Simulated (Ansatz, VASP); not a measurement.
MnSb in VASP and in Ansatz

```
Sb Mn
1.0
     4.09391    0.00000    0.00000
    -2.04696    3.54543    0.00000
     0.00000    0.00000    5.70188
Sb Mn
2 2
Direct
  0.66667 0.33333 0.75000
  0.33333 0.66667 0.25000
  0.00000 0.00000 0.50000
  0.00000 0.00000 0.00000
```

Alike in both runs: task single point; functional LDA; k mesh 7 × 7 × 5; occupations fermi-dirac, width 0.05 eV; collinear spin.

|  | VASP | Ansatz |
| --- | --- | --- |
| version | VASP 6.6.1 | Ansatz 0.2.0 |
| potentials or method | VASP PAW LDA potentials, release 64 (Sb, Mn_pv) | Ansatz PAW |
| plane-wave cutoff (eV) | 520 | 420 |
| valence electrons in the cell | 36 | 60 |

Ansatz gave:

```
gap on the k mesh at the Fermi level (eV)                     : none
pressure (GPa)                                                : -9.1
traceless stress, the component that is largest in VASP (GPa) : -0.86
net moment per atom (μB)                                      : 1.57
size of the moment on the site where the two differ most (μB) : 3.17
```

What did VASP give for the same quantities?

gap on the k mesh at the Fermi level (eV): none; pressure (GPa): -9.9; traceless stress, the component that is largest in VASP (GPa): -0.84; net moment per atom (μB): 1.52; size of the moment on the site where the two differ most (μB): 3.05.

LDA's correlation is that of Perdew and Zunger in VASP and of Perdew and Wang (1992) in Ansatz. Site moments also hang on the region over which each program counts them. A gap of «none» marks a metal or a gap that the smearing closes. VASP's potentials hold 36 valence electrons a cell and Ansatz's 60, so a difference there can come from the potentials and not from the codes.

Neither program's run includes spin-orbit coupling.
